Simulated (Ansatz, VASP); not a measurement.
**One calculation of MgSi3N2, two programs**

```
CELL_PARAMETERS angstrom
2.38402 1.37641 4.12805
-2.38402 1.37641 4.12805
0.00000 -2.75282 4.12805
ATOMIC_POSITIONS crystal
Mg 0.00000 0.00000 0.00000
Si 0.50000 0.50000 0.50000
Si 0.29694 0.29694 0.29694
Si 0.70306 0.70306 0.70306
N 0.83769 0.83769 0.83769
N 0.16231 0.16231 0.16231
```

Alike in both runs: functional PBE; k mesh 6 × 6 × 6; occupations gaussian, width 0.1 eV; no spin polarisation.

Ansatz relaxed the structure, and its values are those at the end. VASP's run is a single point on that final structure, the one shown.

```csv
,VASP,Ansatz
version,VASP 6.6.1,Ansatz 0.2.0
potentials or method,"VASP PAW PBE potentials, release 64 (Mg, Si, N), cutoff 520 eV","scalar-relativistic, plane waves, PAW"
valence electrons in the cell,24,32
```

|  | VASP | Ansatz | Ansatz less VASP |
| --- | --- | --- | --- |
| gap on the k mesh at the Fermi level (eV) | none | none | - |
| pressure (GPa) | -0.1 | 0.0 | +0.07 |
| rms of the force components (eV/Å) | 0.027 | 0.005 | -0.0221 |

A gap of «none» marks a metal or a gap that the smearing closes. VASP's potentials hold 24 valence electrons a cell and Ansatz's 32, so a difference there can come from the potentials and not from the codes.
